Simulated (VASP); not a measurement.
The system is ZnC2.

```
Zn C
1.0
     3.08265    0.00000    0.00000
    -1.54132    2.66965    0.00000
     0.00000    0.00000    3.32844
Zn C
1 2
Cartesian
  0.0000 0.0000 0.0000
  0.0000 1.7798 1.6642
  1.5413 0.8899 1.6642
```

```yaml
Program: VASP 6.6.1
Task: relaxation of cell and atoms
Functional: PBE
Potentials_or_basis: VASP PAW PBE potentials, release 64 (Zn, C)
Cutoff: 600 eV
k_mesh: 6 × 6 × 6
Occupations: gaussian, width 0.1 eV
Spin: no spin polarisation
```

At the start: pressure -6.9 GPa; volume 9.13 Å³/atom.

Problem. How do energy, volume and symmetry change on relaxing?

Solution. Over 20 steps the energy falls by 1746.7 meV/atom and the volume is 9.90 Å³/atom (+8.4 %); space group P6/mmm (No. 191, to 0.1 Å) before and after.

Step by step:
```tsv
step	energy change (eV)	largest force (eV/Å)	pressure (GPa)	volume (Å³)
1	0.0000	0.0000	-6.94	27.39
2	-0.9342	0.0000	-2.82	25.71
3	-2.1358	0.0000	140.52	19.60
4	-2.8084	0.0000	29.34	22.83
5	-3.0403	0.0000	70.92	21.24
6	-3.1867	0.0000	74.45	21.30
7	-3.4110	0.0000	88.90	21.42
8	-3.3719	0.0000	97.35	21.44
9	-3.7834	0.0000	82.81	22.31
10	-4.6612	0.0000	48.59	25.03
11	-4.9885	0.0000	4.14	30.82
12	-5.0511	0.0000	18.39	28.70
13	-5.0551	0.0000	16.58	28.95
14	-5.1583	0.0000	11.30	29.10
15	-5.2372	0.0000	0.34	29.41
16	-5.2387	0.0000	1.53	29.37
17	-5.2387	0.0000	1.26	29.38
18	-5.2393	0.0000	0.91	29.44
19	-5.2398	0.0000	0.55	29.53
20	-5.2402	0.0000	-0.30	29.71
```

Final structure:
```
Zn C
1.0
     2.50668    0.00000    0.00000
    -1.25334    2.17085    0.00000
     0.00000    0.00000    5.45893
Zn C
1 2
Direct
  0.00000 0.00000 0.00000
  0.33333 0.66667 0.50000
  0.66667 0.33333 0.50000
```

Caveat: the k points lie up to 0.48 Å⁻¹ apart in the final cell; a cell axis changed by over 15 % at a fixed basis, so the end point is rough.
